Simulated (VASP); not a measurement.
# GaN: single point with PBE-based screened hybrid with 50 % exact exchange

The system is GaN.

```xyz
2
Lattice="0.0000 2.1085 2.1085 2.1085 0.0000 2.1085 2.1085 2.1085 0.0000" Properties=species:S:1:pos:R:3 pbc="T T T"
Ga    0.0000    0.0000    0.0000
N     2.1085    2.1085    2.1085
```

```
Program             : VASP 6.6.1
Task                : single point
Functional          : PBE-based screened hybrid with 50 % exact exchange
Potentials or basis : VASP PAW PBE potentials, release 64 (Ga_d, N)
Cutoff              : 520 eV
k mesh              : 6 × 6 × 6
Occupations         : gaussian, width 0.01 eV
Spin                : no spin polarisation
```

* Pressure: -4.7 GPa
* Band gap on the k mesh: 2.15 eV (least direct gap 4.36 eV)

Levels at points of the mesh, in eV from the valence-band top:
| k point | band 5 | band 6 | band 7 | band 8 | band 9 | band 10 | band 11 | band 12 | band 13 | band 14 |
| --- | --- | --- | --- | --- | --- | --- | --- | --- | --- | --- |
| (0.00, 0.00, 0.00) | -18.03 | -18.03 | -0.49 | -0.49 | -0.49 | 3.86 | 16.33 | 16.33 | 16.33 | 17.84 |
| (0.50, 0.00, 0.00) | -17.85 | -16.59 | -9.10 | -0.26 | -0.26 | 6.14 | 10.92 | 10.92 | 12.14 | 18.46 |
| (0.50, 0.50, 0.00) | -17.78 | -13.74 | -7.89 | -3.36 | -3.36 | 2.15 | 8.97 | 14.57 | 17.36 | 17.36 |

Run time: 12 min on 1 thread of Intel(R) Xeon(R) 6975P-C (Granite Rapids), on a shared host, peak memory 0.25 GiB.

Caveat: the k points lie up to 0.43 Å⁻¹ apart; the structure was generated, so it needn't be the stable form of GaN; the PAW data sets were made with another functional, which shifts forces and pressure a little. A k mesh can miss the band edges.
